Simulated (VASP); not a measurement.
Input of a VASP 6.6.1 run:

Contents of POSCAR:

```
Li
1.0
    3.0989080413      0.0000000000      0.0000000000
   -1.5494540206      2.6837330877      0.0000000000
    0.0000000000      0.0000000000     10.0984235491
Li
4
Direct
    1.0000000000      1.0000000000      1.0000000000
    1.0000000000      1.0000000000      0.5000000000
    0.3333333333      0.6666666667      0.2500000000
    0.6666666667      0.3333333333      0.7500000000
```

The input INCAR.step1:

```
  ALGO = Normal
  EDIFF = 1E-5
  ENCUT = 830
  GGA = PE
  GGA_COMPAT = F
  ISMEAR = -1
  LASPH = T
  LCHARG = F
  LREAL = F
  LWAVE = T
  NBANDS = 14
  NELM = 120
  PREC = Accurate
  SIGMA = 0.1
```

Contents of INCAR.step2:

```
  ALGO = Normal
  EDIFF = 1E-6
  ENCUT = 830
  GGA_COMPAT = F
  ISIF = 2
  ISMEAR = -1
  ISTART = 1
  LASPH = T
  LCHARG = F
  LMIXTAU = T
  LREAL = F
  LWAVE = F
  METAGGA = R2SCAN
  NBANDS = 14
  NELM = 120
  PREC = Accurate
  SIGMA = 0.1
```

The input KPOINTS:

```
k-points
0
Gamma
  12 12 3
```

Potentials or basis: VASP PAW PBE potentials, release 64 (Li_sv).

Command:

```console
$ cat potpaw_PBE.64/Li_sv/POTCAR > POTCAR
$ cp INCAR.step1 INCAR
$ mpirun -np 1 vasp_std > vasp.out
$ cp INCAR.step2 INCAR
$ mpirun -np 1 vasp_std > vasp.out
```

(1) Predict the band gap on the k mesh.

(2) Predict the pressure.

Answers

(1) zero (bands 6 and 7 overlap by 4.28 eV).

(2) -0.2 GPa.

Caveat: the PAW data sets were made with another functional, which shifts forces and pressure a little.
